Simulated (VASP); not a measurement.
The system is Hf4Br.

```
Hf Br
1.0
     5.51935    0.00000    0.00000
     0.00000    5.51935    0.00000
     0.00000    0.00000    6.33159
Hf Br
4 1
Cartesian
  0.0000 0.0000 3.1658
  2.7597 2.7597 0.0000
  2.7597 2.7597 4.3431
  2.7597 2.7597 1.9885
  0.0000 0.0000 0.0000
```

The cell was generated, and may not be a known phase.

* Program: VASP 6.6.1
* Task: relaxation of cell and atoms
* Functional: PBE
* Potentials or basis: VASP PAW PBE potentials, release 64 (Hf_pv, Br)
* Cutoff: 600 eV
* k mesh: 4 × 4 × 4
* Occupations: gaussian, width 0.1 eV
* Spin: no spin polarisation

At the start: pressure 11.3 GPa; volume 38.58 Å³/atom.

Problem. How do energy, volume and symmetry change on relaxing?

Solution. Over 47 steps the energy falls by 3002.8 meV/atom and the volume is 25.02 Å³/atom (-35.1 %); space group P4/mmm (No. 123, to 0.1 Å) before and after.

Step by step:
```csv
step,energy change (eV),largest force (eV/Å),pressure (GPa),volume (Å³)
1,0.0000,11.0386,11.28,192.88
3,-4.5076,10.6820,-4.59,248.41
5,-9.9838,1.8552,-11.55,222.94
7,-13.2645,0.4820,-3.08,161.52
9,-13.2795,0.6394,-1.59,158.18
11,-14.0289,1.0447,-1.54,145.29
13,-14.3437,2.7576,0.07,135.20
15,-14.7405,0.1202,-0.89,127.34
17,-14.7900,0.7874,-1.19,129.09
19,-14.9326,0.3472,0.89,124.96
21,-14.9425,0.1667,-0.04,126.26
23,-14.9450,0.0939,-0.21,126.36
25,-14.9479,0.0407,0.30,125.17
27,-14.9583,0.0937,-0.04,125.52
29,-14.9683,0.5254,-1.69,126.99
31,-14.9912,0.2289,-1.04,126.37
33,-14.9922,0.2657,-1.09,126.37
35,-14.9926,0.2996,-1.12,126.37
37,-14.9957,0.2833,-0.99,126.16
39,-15.0061,0.2059,-0.31,125.21
41,-15.0100,0.1225,0.43,124.20
43,-15.0128,0.0873,0.19,124.70
45,-15.0138,0.0550,-0.05,125.21
47,-15.0142,0.0184,0.06,125.11
```

Final structure:
```
Hf Br
1.0
     3.62495    0.00000    0.00000
     0.00000    3.62495    0.00000
     0.00000    0.00000    9.52136
Hf Br
4 1
Direct
  0.00000 0.00000 0.50000
  0.50000 0.50000 0.00000
  0.50000 0.50000 0.67693
  0.50000 0.50000 0.32307
  0.00000 0.00000 0.00000
```

Caveat: the volume moved by over 15 % at a fixed basis, so the end points are rough; an odd number of electrons without spin polarisation forces a metal; a magnetic or distorted state may lie lower.
